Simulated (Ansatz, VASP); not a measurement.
## Mo: VASP beside Ansatz

File INCAR:

```
SYSTEM = Mo
PREC     = Accurate       ! precision mode
ENCUT    = 520            ! plane-wave cutoff, eV
EDIFF    = 1E-6           ! SCF threshold, eV
ISMEAR   = 0              ! smearing method
SIGMA    = 0.15           ! smearing width, eV
LREAL    = .FALSE.        ! projectors in reciprocal space
LASPH    = .TRUE.         ! aspherical terms in the spheres
NELM     = 80             ! most SCF steps
ALGO     = Fast           ! electronic algorithm
ISIF     = 2              ! what is computed and relaxed
LWAVE    = .FALSE.        ! write WAVECAR
LCHARG   = .FALSE.        ! write CHGCAR
GGA      = PE             ! functional
NBANDS   = 13             ! bands
```

The input KPOINTS:

```
regular mesh
0
G
  26 26 26
  0 0 0
```

The input POSCAR:

```
Mo
1.0
   -1.6197249211      1.6197249211      1.5012084634
    1.6197249211     -1.6197249211      1.5012084634
    1.6197249211      1.6197249211     -1.5012084634
Mo
1
Direct
    0.0000000000      0.0000000000      0.0000000000
```

Input for Ansatz:

```yaml
crystal:
  lattice:
    - [-1.6197249211, 1.6197249211, 1.5012084634]
    - [1.6197249211, -1.6197249211, 1.5012084634]
    - [1.6197249211, 1.6197249211, -1.5012084634]
  atoms:
    - { symbol: Mo, position: [0.0, 0.0, 0.0] }
basis:
  ecutwfc: 420
kpoints:
  mp_grid: { grid: [26, 26, 26] }
hamiltonian:
  xc: pbe
scf:
  occupations: { method: gaussian, width: 0.15 }
output:
  forces: true
  stress: true
  eigenvalues: true
```

Change from the starting cell: strain +0.025 along x and y, -0.050 along z, atoms carried along.

Alike in both runs: task single point; functional PBE; k mesh 26 × 26 × 26; occupations gaussian, width 0.15 eV; no spin polarisation.

```csv
,VASP,Ansatz
version,VASP 6.6.1,Ansatz 0.2.0
potentials or method,"VASP PAW PBE potentials, release 64 (Mo_sv), cutoff 520 eV","scalar-relativistic, plane waves, PAW"
valence electrons in the cell,14,14
```

Ansatz gave:

| Item | Value |
| --- | --- |
| gap on the k mesh at the Fermi level (eV) | none |
| pressure (GPa) | 1.4 |
| traceless stress, the component that is largest in VASP (GPa) | 15.22 |

Task: What did VASP give for the same quantities?

Result: gap on the k mesh at the Fermi level (eV): none; pressure (GPa): 1.9; traceless stress, the component that is largest in VASP (GPa): 15.21.

A gap of «none» marks a metal or a gap that the smearing closes.
